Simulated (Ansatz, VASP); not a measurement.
**One calculation of LiMnCl3, two programs**

INCAR

```
SYSTEM = LiMnCl3
  PREC = Accurate
  ENCUT = 600
  EDIFF = 1E-6
  ISMEAR = 0
  SIGMA = 0.02
  LREAL = .False.
  LASPH = .True.
  NELM = 150
  ALGO = Normal
  ISIF = 3
  LWAVE = .False.
  LCHARG = .False.
  ISPIN = 2
  MAGMOM = 0 4.78 0 0 0
  LORBIT = 11
  LMAXMIX = 4
  GGA = PE
  IBRION = 2
  NSW = 100
  EDIFFG = -0.01
```

File KPOINTS:

```
Automatic mesh
0
Gamma
  6 6 6
  0 0 0
```

Contents of POSCAR:

```
LiMnCl3
1.0
    4.9886139172      0.0000000000      0.0000000000
    0.0000000000      4.9886139172      0.0000000000
    0.0000000000      0.0000000000      4.9886139172
Li Mn Cl
1 1 3
Direct
    0.5000000000      0.5000000000      0.5000000000
    0.0000000000      0.0000000000      0.0000000000
    0.5000000000      0.0000000000      0.0000000000
    0.0000000000      0.5000000000      0.0000000000
    0.0000000000      0.0000000000      0.5000000000
```

Input for Ansatz:

```yaml
crystal:
  lattice:
    - [4.9886139172, 0.0, 0.0]
    - [0.0, 4.9886139172, 0.0]
    - [0.0, 0.0, 4.9886139172]
  atoms:
    - { symbol: Li, position: [0.5, 0.5, 0.5] }
    - { symbol: Mn, position: [0.0, 0.0, 0.0], spin: 4.78 }
    - { symbol: Cl, position: [0.5, 0.0, 0.0] }
    - { symbol: Cl, position: [0.0, 0.5, 0.0] }
    - { symbol: Cl, position: [0.0, 0.0, 0.5] }
basis:
  ecutwfc: 420
kpoints:
  mp_grid: { grid: [6, 6, 6] }
hamiltonian:
  xc: pbe
scf:
  occupations: { method: gaussian, width: 0.02 }
output:
  forces: true
  stress: true
  eigenvalues: true
  populations: true
magnetization:
  spin_polarized: true
relax:
  adjacent_minimum: "off"
  f_tol: 0.01
  max_steps: 80
  cell: { stress_tol: 0.05 }
```

Alike in both runs: task relaxation of cell and atoms; functional PBE; k mesh 6 × 6 × 6; occupations gaussian, width 0.02 eV; collinear spin.

|  | VASP | Ansatz |
| --- | --- | --- |
| version | VASP 6.6.1 | Ansatz 0.2.0 |
| potentials or method | VASP PAW PBE potentials, release 64 (Li_sv, Mn_pv, Cl), cutoff 600 eV | scalar-relativistic, plane waves, PAW |
| valence electrons in the cell | 37 | 39 |

VASP gave:

```
gap on the k mesh at the Fermi level, each at its own relaxed structure (eV) : 0.90
net moment per atom (μB)                                                     : 1.00
size of the moment on the site where the two differ most (μB)                : 4.46
relaxed volume (Å³/atom)                                                     : 24.83
relaxed cell length with the largest relative difference (Å)                 : 4.989
```

Question: What did Ansatz give for the same quantities?

Answer: gap on the k mesh at the Fermi level, each at its own relaxed structure (eV): 0.91; net moment per atom (μB): 1.00; size of the moment on the site where the two differ most (μB): 4.35; relaxed volume (Å³/atom): 24.87; relaxed cell length with the largest relative difference (Å): 4.991.

Site moments also hang on the region over which each program counts them. VASP's potentials hold 37 valence electrons a cell and Ansatz's 39, so a difference there can come from the potentials and not from the codes.

Noted on VASP's run: the cutoff is short for stress, so the pressure is rough; the relaxation stopped at its first step, so nothing moved.
